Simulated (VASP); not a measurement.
# H (Pmmm) in VASP: single point with PBE

Aim: the single point of H with PBE.

Program: VASP 6.6.1. These are calculated values, not measurements. Logs are shortened: lines on timing, memory, paths and dates and some standing lists are left out, and cuts for length are marked.

## 1. The cell of the first run

Symmetry: Pmmm, No. 47, orthorhombic system. The conventional cell has a = 10.000 Å, b = 10.500 Å, c = 11.000 Å, α = 90.00°, β = 90.00°, γ = 90.00°.

## 2. Single point, PBE, collinear spin, ferromagnetic start

Contents of INCAR:

```
PREC     = Accurate       # precision mode
ENCUT    = 520            # plane-wave cutoff, eV
EDIFF    = 1E-6           # SCF threshold, eV
ISMEAR   = -1             # smearing method
SIGMA    = 0.01           # smearing width, eV
LREAL    = False          # projectors in reciprocal space
LASPH    = True           # aspherical terms in the spheres
NELM     = 150            # most SCF steps
ALGO     = Normal         # electronic algorithm
ISIF     = 2              # what is computed and relaxed
LWAVE    = False          # write WAVECAR
LCHARG   = False          # write CHGCAR
ISPIN    = 2              # spin polarisation
MAGMOM   = 1              # initial moments
LORBIT   = 11             # projections on sites
GGA      = PE             # functional
NBANDS   = 10             # bands
```

Contents of KPOINTS:

```
Automatic mesh
0
Gamma
  1 1 1
```

Contents of POSCAR:

```
H
1.0
   10.0000000000      0.0000000000      0.0000000000
    0.0000000000     10.5000000000      0.0000000000
    0.0000000000      0.0000000000     11.0000000000
H
1
Direct
    0.5000000000      0.5000000000      0.5000000000
```

Potentials or basis: VASP PAW PBE potentials, release 64 (H).

Run with:

```console
$ cat potpaw_PBE.64/H/POTCAR > POTCAR
$ mpirun -np 1 vasp_gam > vasp.out
```

OUTCAR:

```text
PREC = Accurate
   ENCUT = 520
   EDIFF = 1E-6
   ISMEAR = -1
   LREAL = False
   LASPH = True
   NELM = 150
   ISIF = 2
   ISPIN = 2
   LORBIT = 11
   GGA = PE

 ion  position               nearest neighbor table
   1  0.500  0.500  0.500-

  LATTYP: Found a simple orthorhombic cell.
 ALAT       =    10.0000000000
 B/A-ratio  =     1.0500000000
 C/A-ratio  =     1.1000000000

  Lattice vectors:

 A1 = (  10.0000000000,   0.0000000000,   0.0000000000)
 A2 = (   0.0000000000,  10.5000000000,   0.0000000000)
 A3 = (   0.0000000000,   0.0000000000,  11.0000000000)

Analysis of symmetry for initial positions (statically):
=====================================================================
 Subroutine PRICEL returns:
 Original cell was already a primitive cell.

 Routine SETGRP: Setting up the symmetry group for a
 simple orthorhombic supercell.

 Subroutine GETGRP returns: Found  8 space group operations
 (whereof  8 operations were pure point group operations)
 out of a pool of  8 trial point group operations.

The static configuration has the point symmetry D_2h.

Analysis of symmetry for dynamics (positions and initial velocities):
=====================================================================
 Subroutine PRICEL returns:
 Original cell was already a primitive cell.

 Routine SETGRP: Setting up the symmetry group for a
 simple orthorhombic supercell.

 Subroutine GETGRP returns: Found  8 space group operations
 (whereof  8 operations were pure point group operations)
 out of a pool of  8 trial point group operations.

The dynamic configuration has the point symmetry D_2h.

Analysis of structural, dynamic, and magnetic symmetry:
=====================================================================
 Subroutine PRICEL returns:
 Original cell was already a primitive cell.

 Routine SETGRP: Setting up the symmetry group for a
 simple orthorhombic supercell.

 Subroutine GETGRP returns: Found  8 space group operations
 (whereof  8 operations were pure point group operations)
 out of a pool of  8 trial point group operations.

The overall configuration has the point symmetry D_2h.

 Subroutine INISYM returns: Found  8 space group operations
 (whereof  8 operations are pure point group operations),
 and found     1 'primitive' translations

----------------------------------------------------------------------------------------

                                     Primitive cell

  volume of cell :    1155.0000

  direct lattice vectors                    reciprocal lattice vectors
    10.000000000  0.000000000  0.000000000     0.100000000  0.000000000  0.000000000
     0.000000000 10.500000000  0.000000000     0.000000000  0.095238095  0.000000000
     0.000000000  0.000000000 11.000000000     0.000000000  0.000000000  0.090909091

  length of vectors
    10.000000000 10.500000000 11.000000000     0.100000000  0.095238095  0.090909091

  position of ions in fractional coordinates (direct lattice)
     0.500000000  0.500000000  0.500000000

  ion indices of the primitive-cell ions
   primitive index   ion index
                 1           1

----------------------------------------------------------------------------------------

 KPOINTS: Automatic mesh

Automatic generation of k-mesh.
 Grid dimensions read from file:
 generate k-points for:    1    1    1

 Generating k-lattice:

  Cartesian coordinates                     Fractional coordinates (reciprocal lattice)
     0.100000000  0.000000000  0.000000000     1.000000000  0.000000000  0.000000000
     0.000000000  0.095238095  0.000000000     0.000000000  1.000000000  0.000000000
     0.000000000  0.000000000  0.090909091     0.000000000  0.000000000  1.000000000

  Length of vectors
     0.100000000  0.095238095  0.090909091

  Shift w.r.t. Gamma in fractional coordinates (k-lattice)
     0.000000000  0.000000000  0.000000000

 Subroutine IBZKPT returns following result:
 ===========================================

 Found      1 irreducible k-points:

 Following reciprocal coordinates:
            Coordinates               Weight
  0.000000  0.000000  0.000000      1.000000
   k-points           NKPTS =      1   k-points in BZ     NKDIM =      1   number of bands    NBANDS=     10
   number of dos      NEDOS =    301   number of ions     NIONS =      1
   total plane-waves  NPLWV = 537600
   dimension x,y,z NGX =    80 NGY =   80 NGZ =   84
   dimension x,y,z NGXF=   160 NGYF=  160 NGZF=  168
   ions per type =               1
   NGX,Y,Z   is equivalent  to a cutoff of  13.30, 12.67, 12.70 a.u.
   NGXF,Y,Z  is equivalent  to a cutoff of  26.60, 25.33, 25.39 a.u.
 SYSTEM =  unknown system
   PREC   = accura    normal or accurate (medium, high low for compatibility)
   ISTART =      0    job   : 0-new  1-cont  2-samecut
   ICHARG =      2    charge: 1-file 2-atom 10-const
   ISPIN  =      2    spin polarized calculation?
   LNONCOLLINEAR =      F non collinear calculations
   LSORBIT =      F    spin-orbit coupling
   LASPH  =      T    aspherical Exc in radial PAW
   ENCUT  =  520.0 eV  38.22 Ry    6.18 a.u.  18.59 19.52 20.45*2*pi/ulx,y,z
   NELM   =    150;   NELMIN=  2; NELMDL= -5     # of ELM steps
   EDIFF  = 0.1E-05   stopping-criterion for ELM
   LREAL  =      F    real-space projection
[... 7 lines left out ...]
   TEBEG  =    0.0;   TEEND  =   0.0 temperature during run
   PSTRESS=    0.0 pullay stress
   NELECT =       1.0000    total number of electrons
   NUPDOWN=      -1.0000    fix difference up-down
   EMIN   =  10.00;   EMAX   =-10.00  energy-range for DOS
   EFERMI =   0.00;   METHOD = LEGACY
   ISMEAR =    -1;   SIGMA  =   0.01  broadening in eV -4-tet -1-fermi 0-gaus
   EFERMI_NEDOS =   21; number of points for ismear=-14 and -15
   IALGO  =     38    algorithm
   IMIX   =      4    mixing-type and parameters
     AMIX     =   0.40;   BMIX     =  1.00
     AMIX_MAG =   1.60;   BMIX_MAG =  1.00
  volume/ion in A,a.u.               =    1155.00      7794.32
  Fermi-wavevector in a.u.,A,eV,Ry     =   0.156032  0.294858  0.331248  0.024346
  Thomas-Fermi vector in A             =   0.842289
   LORBIT       =     11    0 simple, 1 ext, 2 COOP (PROOUT), +10 PAW based schemes
   GGA     = PE    functional components
   LHFCALC =     F    Hartree Fock is set to
   AEXX    =    0.0000 exact exchange contribution
   IVDW    =     0    specifies the selected vdW correction
   LEPSILON=     F    determine dielectric tensor
   LRPA    =     F    only Hartree local field effects (RPA)
 spin polarized calculation
  energy-cutoff  :      520.00
  volume of cell :     1155.00
 maximum number of plane-waves:     15548
 NGX is ok and might be reduce to    80
   NGX = 37   NGY = 39   NGZ = 41

 number of electron       1.0000000 magnetization       1.0000000

 Free energy of the ion-electron system (eV)
  ---------------------------------------------------
  ext. energy  EPLUGINS =         0.00000000
  ---------------------------------------------------
  free energy    TOTEN  =        -1.11723770 eV

  energy without entropy =       -1.11723770  energy(sigma->0) =       -1.11723770

 E-fermi :  -7.3340     XC(G=0):  -0.1410

 val. band max:       -7.5725632336   @ k =   0.0000   0.0000   0.0000
 cond. band min:      -0.2297544449   @ k =   0.0000   0.0000   0.0000
 fundamental gap:      7.3428087887
 Fermi energy:        -7.3340056983

 spin component 1

 k-point     1 :       0.0000    0.0000    0.0000
  band No.  band energies     occupation
      1      -7.5726      1.00000
      2      -0.2298      0.00000
      3       0.6133      0.00000
      4       0.6871      0.00000
      5       0.7730      0.00000
      6       1.0605      0.00000
      7       1.1753      0.00000
      8       1.3198      0.00000
      9       1.9333      0.00000
     10       1.9731      0.00000
 Fermi energy:        -7.3340056983

 spin component 2

 k-point     1 :       0.0000    0.0000    0.0000
  band No.  band energies     occupation
      1       0.0483      0.00000
      2       1.2672      0.00000
      3       1.2822      0.00000
      4       1.3896      0.00000
      5       1.4160      0.00000
      6       1.5301      0.00000
      7       1.6314      0.00000
      8       2.6244      0.00000
      9       2.6342      0.00000
     10       2.6388      0.00000

------------------------ aborting loop because EDIFF is reached ----------------------------------------

  FORCE on cell =-STRESS in cart. coord.  units (eV):
  Direction    XX          YY          ZZ          XY          YZ          ZX
  --------------------------------------------------------------------------------------
  -------------------------------------------------------------------------------------
  Total       -0.0100094     -0.0100293     -0.0099816     -0.0000000      0.0000000      0.0000000
  in kB       -0.0138847     -0.0139124     -0.0138461     -0.0000000      0.0000000      0.0000000
  external PRESSURE =      -0.0138811 kB  Pullay stress =       0.0000000 kB

 VOLUME and BASIS-vectors are now :
 -----------------------------------------------------------------------------
  energy-cutoff  :      520.00
  volume of cell :     1155.00
      direct lattice vectors                 reciprocal lattice vectors
    10.000000000  0.000000000  0.000000000     0.100000000  0.000000000  0.000000000
     0.000000000 10.500000000  0.000000000     0.000000000  0.095238095  0.000000000
     0.000000000  0.000000000 11.000000000     0.000000000  0.000000000  0.090909091

 POSITION                                       TOTAL-FORCE (eV/Angst)
 -----------------------------------------------------------------------------------
      5.00000      5.25000      5.50000         0.000000      0.000000      0.000000
 -----------------------------------------------------------------------------------
    total drift:                                0.000000      0.000000     -0.000000

  FREE ENERGIE OF THE ION-ELECTRON SYSTEM (eV)
  ---------------------------------------------------
  free  energy   TOTEN  =        -1.1172377008 eV

  energy  without entropy=       -1.1172377008  energy(sigma->0) =       -1.11723770

 total charge

# of ion       s       p       d       tot
------------------------------------------
    1        0.380   0.000   0.000   0.380

 magnetization (x)

# of ion       s       p       d       tot
------------------------------------------
    1        0.380   0.000   0.000   0.380
```

Wall time 4.2 min (1 thread of Intel Xeon 8259CL, shared host); peak memory 1.2 GiB.

What came out:

```yaml
Free_energy: -1.1172 eV
Pressure: 0.0 GPa
Band_gap_on_the_k_mesh: 7.34 eV
Net_moment: 1.00 μB per cell
Site_moments: H +0.38 μB
Valence_electrons_inside_the_program's_atomic_spheres: H 0.38
```

Levels at points of the mesh, in eV from the valence-band top:
Spin up:
```
           k point  band 1  band 2  band 3  band 4
(0.00, 0.00, 0.00)    0.00    7.34    8.19    8.26
```
Spin down:
| k point | band 1 | band 2 | band 3 |
| --- | --- | --- | --- |
| (0.00, 0.00, 0.00) | 7.62 | 8.84 | 8.85 |

Caveat: the k points lie up to 0.63 Å⁻¹ apart. As with any semilocal functional, this PBE gap is likely too small.
